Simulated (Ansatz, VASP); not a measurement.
## Two plane-wave programs on Si4IrPd

INCAR

```
SYSTEM = Si4IrPd
ALGO = Normal
EDIFF = 1E-7
EDIFFG = -0.08
ENCUT = 500
GGA = PE
GGA_COMPAT = .FALSE.
IBRION = 2
ISIF = 3
ISMEAR = 0
LASPH = .TRUE.
LCHARG = .FALSE.
LREAL = .FALSE.
LWAVE = .FALSE.
NELM = 120
NELMIN = 4
NSW = 36
PREC = Accurate
SIGMA = 0.2
```

KPOINTS

```
k-points
0
G
  4 4 3
  0 0 0
```

Contents of POSCAR:

```
Si4IrPd
1.0
    4.0000000000      0.0000000000      0.0000000000
    0.0000000000      4.0000000000      0.0000000000
    0.0000000000      0.0000000000      5.3600000000
Si Pd Ir
4 1 1
Direct
    0.5000000000      0.0000000000      0.7300000000
    0.5000000000      0.0000000000      0.2700000000
    0.0000000000      0.5000000000      0.7300000000
    0.0000000000      0.5000000000      0.2700000000
    0.5000000000      0.5000000000      0.0000000000
    0.0000000000      0.0000000000      0.0000000000
```

Input for Ansatz:

```yaml
crystal:
  lattice:
    - [4.0, 0.0, 0.0]
    - [0.0, 4.0, 0.0]
    - [0.0, 0.0, 5.36]
  atoms:
    - { symbol: Si, position: [0.5, 0.0, 0.73] }
    - { symbol: Si, position: [0.5, 0.0, 0.27] }
    - { symbol: Si, position: [0.0, 0.5, 0.73] }
    - { symbol: Si, position: [0.0, 0.5, 0.27] }
    - { symbol: Pd, position: [0.5, 0.5, 0.0] }
    - { symbol: Ir, position: [0.0, 0.0, 0.0] }
basis:
  ecutwfc: 420
kpoints:
  mp_grid: { grid: [4, 4, 3] }
hamiltonian:
  xc: pbe
scf:
  occupations: { method: gaussian, width: 0.2 }
  lower_state_search: "off"
output:
  forces: true
  stress: true
  eigenvalues: true
relax:
  adjacent_minimum: "off"
  f_tol: 0.08
  max_steps: 16
  cell: { stress_tol: 0.8 }
```

Alike in both runs: task relaxation of cell and atoms; functional PBE; k mesh 4 × 4 × 3; occupations gaussian, width 0.2 eV; no spin polarisation.

```csv
,VASP,Ansatz
version,VASP 6.6.1,Ansatz 0.2.0
potentials or method,"VASP PAW PBE potentials, release 64 (Si, Pd, Ir), cutoff 500 eV","scalar-relativistic, plane waves, PAW"
valence electrons in the cell,35,51
```

```tsv
	VASP	Ansatz	Ansatz less VASP
gap on the k mesh at the Fermi level, each at its own relaxed structure (eV)	none	none	-
relaxed volume (Å³/atom)	15.72	15.64	-0.075
relaxed cell length with the largest relative difference (Å)	4.247	4.229	-0.0179
```

A gap of «none» marks a metal or a gap that the smearing closes. VASP's potentials hold 35 valence electrons a cell and Ansatz's 51, so a difference there can come from the potentials and not from the codes.

The k mesh is coarse, so the values compare programs but aren't converged. Neither program's run includes spin-orbit coupling.
